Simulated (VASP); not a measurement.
Wanted: the native input for a VASP 6.6.1 run.

| Item | Value |
| --- | --- |
| Task | single point |
| Functional | PBE |
| Potentials or basis | VASP PAW PBE potentials, release 64 (Ga_d, Te, O) |
| Cutoff | 520 eV |
| k mesh | 6 × 6 × 2 |
| Occupations | gaussian, width 0.1 eV |
| Spin | no spin polarisation |
| Dipole correction | no |
| Further INCAR settings | ALGO = Normal; EDIFF = 1e-06; NBANDS = 38 |

The structure of Ga3Te2O lies in POSCAR:

```
Ga3Te2O
1.0
    3.5494308500      0.0000000000      0.0000000000
    0.0000000000      3.5494308500      0.0000000000
    0.0000000000      0.0000000000     13.2081405800
Ga Te O
3 2 1
Direct
    0.0000000000      0.0000000000      0.6647679800
    0.0000000000      0.0000000000      0.3352320200
    0.5000000000      0.5000000000      0.5000000000
    0.5000000000      0.5000000000      0.8681410000
    0.5000000000      0.5000000000      0.1318590000
    0.0000000000      0.0000000000      0.0000000000
```

The cell was built from a structure type or drawn by symmetry, and may not be a known phase.

These files were run (other wordings do the same):

INCAR

```
SYSTEM = Ga3Te2O
PREC     = Accurate       ! precision mode
ENCUT    = 520            ! plane-wave cutoff, eV
EDIFF    = 1E-6           ! SCF threshold, eV
ISMEAR   = 0              ! smearing method
SIGMA    = 0.1            ! smearing width, eV
LREAL    = .FALSE.        ! projectors in reciprocal space
LASPH    = .TRUE.         ! aspherical terms in the spheres
NELM     = 100            ! most SCF steps
ALGO     = Normal         ! electronic algorithm
ISIF     = 2              ! what is computed and relaxed
LWAVE    = .FALSE.        ! write WAVECAR
LCHARG   = .FALSE.        ! write CHGCAR
GGA      = PE             ! functional
NBANDS   = 38             ! bands
```

KPOINTS

```
regular mesh
0
G
  6 6 2
  0 0 0
```

Potentials or basis: VASP PAW PBE potentials, release 64 (Ga_d, Te, O).

Run with:

```bash
$ cat potpaw_PBE.64/Ga_d/POTCAR potpaw_PBE.64/Te/POTCAR potpaw_PBE.64/O/POTCAR > POTCAR
$ mpirun -np 1 vasp_std > vasp.out
```

Results of the run:

```yaml
Pressure: -9.0 GPa
Largest_force: 0.417 eV/Å
Band_gap_on_the_k_mesh: zero (an odd number of electrons rules out a gap without spin polarisation)
```

Caveat: the cell stands under tension; spin-orbit coupling is left out, which moves the levels of the heavy elements; an odd number of electrons without spin polarisation forces a metal; a magnetic or distorted state may lie lower.

It took 100 s on 1 thread of Intel(R) Xeon(R) 6975P-C (Granite Rapids), on a shared host, peak memory 0.31 GiB.
